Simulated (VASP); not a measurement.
The system is CdInC4N4.

```xyz
10
Lattice="6.0835 0.0000 0.0000 0.0000 6.0835 0.0000 0.0000 0.0000 6.0835" Properties=species:S:1:pos:R:3 pbc="T T T"
Cd    3.0418    3.0418    3.0418
In    0.0000    0.0000    0.0000
C     1.1553    1.1553    1.1553
C     1.1553    4.9283    4.9283
C     4.9283    1.1553    4.9283
C     4.9283    4.9283    1.1553
N     1.8308    1.8308    1.8308
N     1.8308    4.2528    4.2528
N     4.2528    1.8308    4.2528
N     4.2528    4.2528    1.8308
```

Base run:

| Item | Value |
| --- | --- |
| Program | VASP 6.6.1 |
| Functional | PBE |
| Potentials or basis | VASP PAW PBE potentials, release 64 (Cd, In_d, C, N) |
| Cutoff | 520 eV |
| k mesh | 4 × 4 × 4 |
| Occupations | gaussian, width 0.1 eV |
| Spin | no spin polarisation |

Its results: pressure 8.3 GPa; largest force 2.140 eV/Å.

Task: The run is repeated on the same cell with these changes: spin from no spin polarisation to collinear spin, ferromagnetic start; further incar settings from ALGO = Normal; EDIFF = 1e-07; NBANDS = 42 to ALGO = Normal; EDIFF = 1e-06; NBANDS = 46. What comes out?

Result: Pressure 8.3 GPa; net moment 0.80 μB per cell; site moments Cd +0.02; In +0.05; C +0.04; N +0.04 μB; largest force 2.137 eV/Å.

Caveats: the cell stands under pressure; forces of over 1 eV/Å act on the atoms, so gaps and moduli don't describe the material at rest; a moment this small can come from the mesh or the smearing (at least some runs).
